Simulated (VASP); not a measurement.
# As (Im-3m) in VASP: notebook

As is run at these levels: PBE; tasks: single point, relaxation of cell and atoms.

All numbers are computed with VASP 6.6.1; they aren't measurements. Logs are shortened: lines on timing, memory, paths and dates and some standing lists are left out, and cuts for length are marked.

## (1) The cell of the first run

The structure is cubic, space group Im-3m (No. 229). Conventional cell: a = 3.367 Å, b = 3.367 Å, c = 3.367 Å, α = 90.00°, β = 90.00°, γ = 90.00°. Within 3.8 Å of As (site symmetry m-3m) lie 14 As at 2.92 to 3.37 Å.

## (2) Single point, PBE

Input file INCAR:

```
SYSTEM = As
  ALGO = Normal
  EDIFF = 1E-6
  ENCUT = 520
  GGA = PE
  ISIF = 2
  ISMEAR = -1
  LASPH = .TRUE.
  LCHARG = .FALSE.
  LREAL = .FALSE.
  LWAVE = .FALSE.
  NBANDS = 8
  NELM = 100
  PREC = Accurate
  SIGMA = 0.05
```

Input file KPOINTS:

```
k-points
0
G
  17 17 17
  0 0 0
```

Input file POSCAR:

```
As
1.0
   -1.6836576150      1.6836576150      1.6836576150
    1.6836576150     -1.6836576150      1.6836576150
    1.6836576150      1.6836576150     -1.6836576150
As
1
Direct
    0.0000000000      0.0000000000      0.0000000000
```

Potentials or basis: VASP PAW PBE potentials, release 64 (As).

Command:

```console
cat potpaw_PBE.64/As/POTCAR > POTCAR
mpirun -np 1 vasp_std > vasp.out
```

OUTCAR:

```text
SYSTEM = As
   EDIFF = 1E-6
   ENCUT = 520
   GGA = PE
   ISIF = 2
   ISMEAR = -1
   LASPH = .TRUE.
   LREAL = .FALSE.
   NELM = 100
   PREC = Accurate

 ion  position               nearest neighbor table
   1  0.000  0.000  0.000-

  LATTYP: Found a body centered cubic cell.
 ALAT       =     3.3673152300

  Lattice vectors:

 A1 = (  -1.6836576150,   1.6836576150,   1.6836576150)
 A2 = (   1.6836576150,  -1.6836576150,   1.6836576150)
 A3 = (   1.6836576150,   1.6836576150,  -1.6836576150)

Analysis of symmetry for initial positions (statically):
=====================================================================
 Subroutine PRICEL returns:
 Original cell was already a primitive cell.

 Routine SETGRP: Setting up the symmetry group for a
 body centered cubic supercell.

 Subroutine GETGRP returns: Found 48 space group operations
 (whereof 48 operations were pure point group operations)
 out of a pool of 48 trial point group operations.

The static configuration has the point symmetry O_h .

Analysis of symmetry for dynamics (positions and initial velocities):
=====================================================================
 Subroutine PRICEL returns:
 Original cell was already a primitive cell.

 Routine SETGRP: Setting up the symmetry group for a
 body centered cubic supercell.

 Subroutine GETGRP returns: Found 48 space group operations
 (whereof 48 operations were pure point group operations)
 out of a pool of 48 trial point group operations.

The dynamic configuration has the point symmetry O_h .

 Subroutine INISYM returns: Found 48 space group operations
 (whereof 48 operations are pure point group operations),
 and found     1 'primitive' translations

----------------------------------------------------------------------------------------

                                     Primitive cell

  volume of cell :      19.0907

  direct lattice vectors                    reciprocal lattice vectors
    -1.683657615  1.683657615  1.683657615     0.000000000  0.296972493  0.296972493
     1.683657615 -1.683657615  1.683657615     0.296972493  0.000000000  0.296972493
     1.683657615  1.683657615 -1.683657615     0.296972493  0.296972493  0.000000000

  length of vectors
     2.916180532  2.916180532  2.916180532     0.419982528  0.419982528  0.419982528

  position of ions in fractional coordinates (direct lattice)
     0.000000000  0.000000000  0.000000000

  ion indices of the primitive-cell ions
[... 75 lines left out ...]
   LREAL  =      F    real-space projection
   EDIFFG = 0.1E-04   stopping-criterion for IOM
   NSW    =      0    number of steps for IOM
   IBRION =     -1    ionic relax: 0-MD 1-quasi-New 2-CG
   NFREE  =      0    steps in history (QN), initial steepest desc. (CG)
   ISIF   =      2    stress and relaxation
   ISYM   =      2    0-nonsym 1-usesym 2-fastsym
   POTIM  = 0.5000    time-step for ionic-motion
   TEBEG  =    0.0;   TEEND  =   0.0 temperature during run
   PSTRESS=    0.0 pullay stress
   NELECT =       5.0000    total number of electrons
   NUPDOWN=      -1.0000    fix difference up-down
   EMIN   =  10.00;   EMAX   =-10.00  energy-range for DOS
   EFERMI =   0.00;   METHOD = LEGACY
   ISMEAR =    -1;   SIGMA  =   0.05  broadening in eV -4-tet -1-fermi 0-gaus
   EFERMI_NEDOS =   21; number of points for ismear=-14 and -15
   IALGO  =     38    algorithm
   IMIX   =      4    mixing-type and parameters
     AMIX     =   0.40;   BMIX     =  1.00
     AMIX_MAG =   1.60;   BMIX_MAG =  1.00
  volume/ion in A,a.u.               =      19.09       128.83
  Fermi-wavevector in a.u.,A,eV,Ry     =   1.047429  1.979353 14.927040  1.097106
  Thomas-Fermi vector in A             =   2.182308
   LORBIT       =      0    0 simple, 1 ext, 2 COOP (PROOUT), +10 PAW based schemes
   GGA     = PE    functional components
   LHFCALC =     F    Hartree Fock is set to
   AEXX    =    0.0000 exact exchange contribution
   IVDW    =     0    specifies the selected vdW correction
   LEPSILON=     F    determine dielectric tensor
   LRPA    =     F    only Hartree local field effects (RPA)
 non-spin polarized calculation
  energy-cutoff  :      520.00
  volume of cell :       19.09
 maximum number of plane-waves:       533
 NGX is ok and might be reduce to    24
   NGX = 11   NGY = 11   NGZ = 11

 number of electron       4.9999999 magnetization

 Free energy of the ion-electron system (eV)
  ---------------------------------------------------
  ext. energy  EPLUGINS =         0.00000000
  ---------------------------------------------------
  free energy    TOTEN  =        -4.22985011 eV

  energy without entropy =       -4.22380358  energy(sigma->0) =       -4.22682685

 E-fermi :   6.4350     XC(G=0): -10.7606

 val. band max:        6.4336195172   @ k =  -0.3529   0.3529   0.2353
 cond. band min:       6.4499738932   @ k =   0.2353   0.1176   0.1176
 fundamental gap:      0.0163543760
 Fermi energy:         6.4350145371

 k-point     1 :       0.0000    0.0000    0.0000
  band No.  band energies     occupation
      1      -8.6008      2.00000
      2      12.3141      0.00000
      3      12.3141      0.00000
      4      12.3141      0.00000
      5      19.4632      0.00000
      6      19.4632      0.00000
      7      19.4632      0.00000
      8      20.9883      0.00000
[... 243 lines left out ...]
 k-point    24 :       0.1765    0.1765    0.0000
  band No.  band energies     occupation
      1      -6.3408      2.00000
      2       5.0638      2.00000
      3       7.5521      0.00000
      4      10.4232      0.00000
      5      16.4528      0.00000
      6      17.7444      0.00000
      7      21.3134      0.00000
      8      22.4299      0.00000

 [... further k-points ...]

------------------------ aborting loop because EDIFF is reached ----------------------------------------

  FORCE on cell =-STRESS in cart. coord.  units (eV):
  Direction    XX          YY          ZZ          XY          YZ          ZX
  --------------------------------------------------------------------------------------
  -------------------------------------------------------------------------------------
  Total        0.0075526      0.0075526      0.0075526      0.0000000     -0.0000000      0.0000000
  in kB        0.6338479      0.6338479      0.6338479      0.0000000     -0.0000000      0.0000000
  external PRESSURE =       0.6338479 kB  Pullay stress =       0.0000000 kB

 VOLUME and BASIS-vectors are now :
 -----------------------------------------------------------------------------
  energy-cutoff  :      520.00
  volume of cell :       19.09
      direct lattice vectors                 reciprocal lattice vectors
    -1.683657615  1.683657615  1.683657615     0.000000000  0.296972493  0.296972493
     1.683657615 -1.683657615  1.683657615     0.296972493  0.000000000  0.296972493
     1.683657615  1.683657615 -1.683657615     0.296972493  0.296972493  0.000000000

 POSITION                                       TOTAL-FORCE (eV/Angst)
 -----------------------------------------------------------------------------------
      0.00000      0.00000      0.00000        -0.000000     -0.000000     -0.000000
 -----------------------------------------------------------------------------------
    total drift:                               -0.000000     -0.000000     -0.000000

  FREE ENERGIE OF THE ION-ELECTRON SYSTEM (eV)
  ---------------------------------------------------
  free  energy   TOTEN  =        -4.2298501087 eV

  energy  without entropy=       -4.2238035835  energy(sigma->0) =       -4.22682685
```

Wall time 20 s (1 thread of AMD EPYC 9R45 (Zen 5), shared host); peak memory 0.12 GiB.

Results:

```
Free energy : -4.2299 eV
Pressure    : 0.1 GPa
```

Levels at points of the mesh, in eV from the Fermi level:
```csv
k point,band 1,band 2,band 3,band 4,band 5,band 6,band 7
"(0.00, 0.00, 0.00)",-15.04,5.88,5.88,5.88,13.03,13.03,13.03
```

## (3) Single point, PBE

Input file INCAR:

```
  PREC = Accurate
  ENCUT = 520
  EDIFF = 1E-7
  ISMEAR = -1
  SIGMA = 0.05
  LREAL = False
  LASPH = True
  NELM = 80
  ALGO = Normal
  ISIF = 2
  LWAVE = False
  LCHARG = False
  GGA = PE
  NBANDS = 8
```

Input file KPOINTS:

```
Automatic mesh
0
Gamma
  17 17 17
```

POSCAR is that of step 2.

Potentials or basis: VASP PAW PBE potentials, release 64 (As).

Command:

```console
cat potpaw_PBE.64/As/POTCAR > POTCAR
mpirun -np 1 vasp_std > vasp.out
```

OUTCAR:

```text
PREC = Accurate
   ENCUT = 520
   EDIFF = 1E-7
   ISMEAR = -1
   LREAL = False
   LASPH = True
   NELM = 80
   ISIF = 2
   GGA = PE

 ion  position               nearest neighbor table
   1  0.000  0.000  0.000-

  LATTYP: Found a body centered cubic cell.
 ALAT       =     3.3673152300

  Lattice vectors:

 A1 = (  -1.6836576150,   1.6836576150,   1.6836576150)
 A2 = (   1.6836576150,  -1.6836576150,   1.6836576150)
 A3 = (   1.6836576150,   1.6836576150,  -1.6836576150)

Analysis of symmetry for initial positions (statically):
=====================================================================
 Subroutine PRICEL returns:
 Original cell was already a primitive cell.

 Routine SETGRP: Setting up the symmetry group for a
 body centered cubic supercell.

 Subroutine GETGRP returns: Found 48 space group operations
 (whereof 48 operations were pure point group operations)
 out of a pool of 48 trial point group operations.

The static configuration has the point symmetry O_h .
[... 158 lines left out ...]

 E-fermi :   6.4350     XC(G=0): -10.7606

 val. band max:        6.4336195172   @ k =  -0.3529   0.3529   0.2353
 cond. band min:       6.4499738932   @ k =   0.2353   0.1176   0.1176
 fundamental gap:      0.0163543760
 Fermi energy:         6.4350145371

 k-point     1 :       0.0000    0.0000    0.0000
  band No.  band energies     occupation
      1      -8.6008      2.00000
      2      12.3141      0.00000
      3      12.3141      0.00000
      4      12.3141      0.00000
      5      19.4632      0.00000
      6      19.4632      0.00000
      7      19.4632      0.00000
      8      20.9883      0.00000
[... 243 lines left out ...]
 k-point    24 :       0.1765    0.1765    0.0000
  band No.  band energies     occupation
      1      -6.3408      2.00000
      2       5.0638      2.00000
      3       7.5521      0.00000
      4      10.4232      0.00000
      5      16.4528      0.00000
      6      17.7444      0.00000
      7      21.3134      0.00000
      8      22.4299      0.00000

 [... further k-points ...]

------------------------ aborting loop because EDIFF is reached ----------------------------------------

  FORCE on cell =-STRESS in cart. coord.  units (eV):
  Direction    XX          YY          ZZ          XY          YZ          ZX
  --------------------------------------------------------------------------------------
  -------------------------------------------------------------------------------------
  Total        0.0075454      0.0075454      0.0075454     -0.0000000      0.0000000      0.0000000
  in kB        0.6332434      0.6332434      0.6332434     -0.0000000      0.0000000      0.0000000
  external PRESSURE =       0.6332434 kB  Pullay stress =       0.0000000 kB

 VOLUME and BASIS-vectors are now :
 -----------------------------------------------------------------------------
  energy-cutoff  :      520.00
  volume of cell :       19.09
      direct lattice vectors                 reciprocal lattice vectors
    -1.683657615  1.683657615  1.683657615     0.000000000  0.296972493  0.296972493
     1.683657615 -1.683657615  1.683657615     0.296972493  0.000000000  0.296972493
     1.683657615  1.683657615 -1.683657615     0.296972493  0.296972493  0.000000000

 POSITION                                       TOTAL-FORCE (eV/Angst)
 -----------------------------------------------------------------------------------
      0.00000      0.00000      0.00000        -0.000000      0.000000     -0.000000
 -----------------------------------------------------------------------------------
    total drift:                                0.000000     -0.000000      0.000000

  FREE ENERGIE OF THE ION-ELECTRON SYSTEM (eV)
  ---------------------------------------------------
  free  energy   TOTEN  =        -4.2298501087 eV

  energy  without entropy=       -4.2238035835  energy(sigma->0) =       -4.22682685
```

stdout:

```text
POSCAR found type information on POSCAR As
 POSCAR found :  1 types and       1 ions
 scaLAPACK will be used
 LDA part: xc-table for (Slater+PW92), standard interpolation
 POSCAR, INCAR and KPOINTS ok, starting setup
 FFT: planning ... GRIDC
 FFT: planning ... GRID_SOFT
 FFT: planning ... GRID
 WAVECAR not read
 entering main loop
```

Wall time 20 s (1 thread of AMD EPYC 9R45 (Zen 5), shared host); peak memory 0.12 GiB.

What came out:

```yaml
Free_energy: -4.2299 eV
Pressure: 0.1 GPa
```

Levels at points of the mesh, in eV from the Fermi level:
| k point | band 1 | band 2 | band 3 | band 4 | band 5 | band 6 |
| --- | --- | --- | --- | --- | --- | --- |
| (0.00, 0.00, 0.00) | -15.04 | 5.88 | 5.88 | 5.88 | 13.03 | 13.03 |

## (4) Relaxation of cell and atoms, PBE

This run uses another cell than the first one, of 19.00 Å³/atom, 0.995 times its volume.

Input file INCAR:

```
SYSTEM = As
PREC     = Accurate       ! precision mode
ENCUT    = 600            ! plane-wave cutoff, eV
EDIFF    = 1E-6           ! SCF threshold, eV
ISMEAR   = -1             ! smearing method
SIGMA    = 0.05           ! smearing width, eV
LREAL    = .FALSE.        ! projectors in reciprocal space
LASPH    = .TRUE.         ! aspherical terms in the spheres
NELM     = 100            ! most SCF steps
ALGO     = Normal         ! electronic algorithm
ISIF     = 3              ! what is computed and relaxed
LWAVE    = .FALSE.        ! write WAVECAR
LCHARG   = .FALSE.        ! write CHGCAR
GGA      = PE             ! functional
IBRION   = 2              ! ionic algorithm
NSW      = 60             ! ionic steps
EDIFFG   = -0.005         ! ionic threshold
```

Input file KPOINTS:

```
regular mesh
0
G
  17 17 17
  0 0 0
```

Input file POSCAR:

```
As
1.0
   -1.6809877034      1.6809877034      1.6809877034
    1.6809877034     -1.6809877034      1.6809877034
    1.6809877034      1.6809877034     -1.6809877034
As
1
Direct
    0.0000000000      0.0000000000      0.0000000000
```

Command:

```console
cat potpaw_PBE.64/As/POTCAR > POTCAR
mpirun -np 1 vasp_std > vasp.out
```

It took 24 s on 1 thread of AMD EPYC 9R45 (Zen 5), shared host; peak memory 0.13 GiB.

The run converged. Its results:

- Free energy: -4.2299 eV
- Relaxed volume: 19.11 Å³/atom
- Relaxed cell: a = 2.917 Å, b = 2.917 Å, c = 2.917 Å, α = 109.47°, β = 109.47°, γ = 109.47°
- Space group after relaxing (to 0.05 Å): Im-3m (No. 229)
- Energy gained by relaxing: 0.1 meV/atom
- Ionic steps: 3
- Pressure after relaxing: 0.0 GPa

Step by step:
```tsv
step	energy change (eV)	largest force (eV/Å)	pressure (GPa)	volume (Å³)
1	0.0000	0.0000	0.45	19.00
2	-0.0001	0.0000	-0.17	19.15
3	-0.0001	0.0000	0.00	19.11
```

Final structure:
```
As
1.0
    -1.68412    1.68412    1.68412
     1.68412   -1.68412    1.68412
     1.68412    1.68412   -1.68412
As
1
Direct
  0.00000 0.00000 0.00000
```

Levels at points of the mesh, in eV from the Fermi level:
```csv
k point,band 1,band 2,band 3,band 4,band 5,band 6
"(0.00, 0.00, 0.00)",-15.03,5.87,5.87,5.87,13.02,13.02
```

## (5) Relaxation of cell and atoms, PBE

Input file INCAR:

```
PREC = Accurate ; ENCUT = 600
EDIFF = 1E-6 ; ISMEAR = -1
SIGMA = 0.05 ; LREAL = False
LASPH = True ; NELM = 100
ALGO = Normal ; ISIF = 3
LWAVE = False ; LCHARG = False
GGA = PE ; IBRION = 2
NSW = 45 ; EDIFFG = -0.005
```

Input file KPOINTS:

```
regular mesh
0
Gamma
  17 17 17
```

Input file POSCAR:

```
As
1.0
   -1.6836576150      1.6836576150      1.6836576150
    1.6836576150     -1.6836576150      1.6836576150
    1.6836576150      1.6836576150     -1.6836576150
As
1
Direct
    0.0000000000      0.0000000000      0.0000000000
```

Command:

```console
cat potpaw_PBE.64/As/POTCAR > POTCAR
mpirun -np 1 vasp_std > vasp.out
```

Wall time 9.6 s (1 thread of Intel Xeon 6975P-C, shared host); peak memory 0.16 GiB.

Results (log left out):

```
Free energy                            : -4.2299 eV
Relaxed volume                         : 19.11 Å³/atom
Relaxed cell                           : a = 2.917 Å, b = 2.917 Å, c = 2.917 Å, α = 109.47°, β = 109.47°, γ = 109.47°
Space group after relaxing (to 0.05 Å) : Im-3m (No. 229)
Energy gained by relaxing              : 0.0 meV/atom
Ionic steps                            : 2
Pressure after relaxing                : 0.0 GPa
```

Final structure:
```
CELL_PARAMETERS angstrom
-1.68425 1.68425 1.68425
1.68425 -1.68425 1.68425
1.68425 1.68425 -1.68425
ATOMIC_POSITIONS crystal
As 0.00000 0.00000 0.00000
```

Levels at points of the mesh, in eV from the Fermi level:
```csv
k point,band 1,band 2,band 3,band 4,band 5,band 6
"(0.00, 0.00, 0.00)",-15.03,5.87,5.87,5.87,13.02,13.02
```

## (6) Overview

| task | cell | cutoff (eV) | gap on the mesh (eV) | pressure (GPa) | relaxed volume (Å³/atom) |
| --- | --- | --- | --- | --- | --- |
| single point | a = 2.916 Å, angles 109.5°, 1 atom | 520 | none | 0.1 | - |
| relaxation of cell and atoms | relaxed from a = 2.912 Å, angles 109.5°, 1 atom | 600 | none | 0.0 | 19.11 |
| relaxation of cell and atoms | relaxed from a = 2.916 Å, angles 109.5°, 1 atom | 600 | none | 0.0 | 19.11 |

Alike in all rows: level PBE; potentials or basis VASP PAW PBE potentials, release 64 (As); no spin polarisation; k mesh 17 × 17 × 17; smearing fermi-dirac 0.05 eV.

Absolute energies hang on the potentials; compare differences alone.
